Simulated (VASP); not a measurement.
## Ga2PdS3: single point with PBE

Ga2PdS3:

```xyz
6
Lattice="3.4187 0.0000 0.0000 0.0000 3.4187 0.0000 0.0000 0.0000 9.5414" Properties=species:S:1:pos:R:3 pbc="T T T"
Ga    0.0000    1.7094    6.9684
Ga    1.7094    0.0000    2.5730
Pd    0.0000    0.0000    0.0000
S     0.0000    1.7094    3.2734
S     1.7094    0.0000    6.2679
S     1.7094    1.7094    0.0000
```

The cell was built from a structure type or drawn by symmetry, and may not be a known phase.

```yaml
Program: VASP 6.6.1
Task: single point
Functional: PBE
Potentials_or_basis: VASP PAW PBE potentials, release 64 (Ga_d, Pd, S)
Cutoff: 520 eV
k_mesh: 12 × 12 × 4
Occupations: gaussian, width 0.1 eV
Spin: no spin polarisation
Dipole_correction: no
Further_INCAR_settings: ALGO = Normal; EDIFF = 1e-06; NBANDS = 36
```

The pressure is 0.0 GPa, the largest force is 0.008 eV/Å and the band gap on the k mesh is zero (bands 27 and 28 overlap by 2.51 eV).

Forces on the atoms (eV/Å):
```
Ga   0.000  0.000  0.008
Ga   0.000  0.000 -0.008
Pd   0.000  0.000  0.000
S    0.000  0.000  0.004
S    0.000  0.000 -0.004
S    0.000  0.000  0.000
```

Levels at points of the mesh, in eV from the Fermi level:
```tsv
k point	band 23	band 24	band 25	band 26	band 27	band 28	band 29	band 30	band 31	band 32
(0.00, 0.00, 0.00)	-1.76	-1.76	-1.74	-1.74	-1.52	-0.67	0.20	2.83	3.95	5.08
(0.50, 0.00, 0.00)	-1.32	-0.86	-0.85	-0.22	0.37	1.60	3.19	4.10	4.19	4.70
(0.50, 0.50, 0.00)	-2.37	-2.14	-1.93	-1.65	-1.23	-1.23	-0.88	1.36	3.89	3.89
(0.00, 0.00, 0.50)	-1.88	-1.88	-1.65	-1.65	-1.48	-0.44	0.15	2.47	4.50	4.93
(0.50, 0.00, 0.50)	-1.53	-0.86	-0.84	-0.10	1.02	1.12	3.19	3.78	4.24	4.68
(0.50, 0.50, 0.50)	-2.60	-2.11	-2.03	-1.65	-1.12	-1.12	-0.88	1.55	3.35	3.98
```

It took 12 min on 1 thread of Intel Xeon 8259CL, on a shared host, peak memory 0.44 GiB.
